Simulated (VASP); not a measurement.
# CdS: single point with PBE

Crystal: CdS.

```
Cd S
1.0
     0.00000    2.93921    2.97507
     2.93921    0.00000    2.97507
     2.93921    2.93921    0.00000
Cd S
1 1
Cartesian
  0.0000 0.0000 0.0000
  1.4696 1.4696 1.4875
```

This cell differs from its parent crystal: uniaxial z strain +1.2%.

```yaml
Program: VASP 6.6.1
Task: single point
Functional: PBE
Potentials_or_basis: VASP PAW PBE potentials, release 64 (Cd, S)
Cutoff: 520 eV
k_mesh: 8 × 8 × 8
Occupations: fermi-dirac, width 0.02 eV
Spin: no spin polarisation
```

```yaml
Pressure: 1.0 GPa
Band_gap_on_the_k_mesh: 1.06 eV, direct
```

Stress tensor (GPa, compression positive):
```
1.06 0.00 0.00
0.00 1.06 0.00
0.00 0.00 0.83
```

Levels at points of the mesh, in eV from the valence-band top:
| k point | band 5 | band 6 | band 7 | band 8 | band 9 | band 10 | band 11 | band 12 | band 13 | band 14 |
| --- | --- | --- | --- | --- | --- | --- | --- | --- | --- | --- |
| (0.00, 0.00, 0.00) | -7.19 | -7.18 | -0.04 | 0.00 | 0.00 | 1.06 | 6.54 | 6.54 | 6.54 | 11.22 |
| (0.50, 0.00, 0.00) | -7.15 | -6.84 | -4.20 | -0.74 | -0.69 | 2.95 | 6.95 | 7.04 | 7.36 | 10.97 |
| (0.50, 0.50, 0.00) | -7.11 | -6.79 | -3.86 | -1.74 | -1.74 | 3.63 | 4.36 | 9.00 | 10.58 | 10.58 |
| (0.50, 0.00, 0.50) | -7.11 | -6.77 | -3.79 | -1.80 | -1.78 | 3.59 | 4.26 | 9.11 | 10.48 | 10.61 |

Wall time 19 s on 1 thread of AMD EPYC 9R45 96-Core Processor (Zen 5) (shared host), peak memory 0.17 GiB.

Caveat: the cell differs from its parent crystal (uniaxial z strain +1.2%).
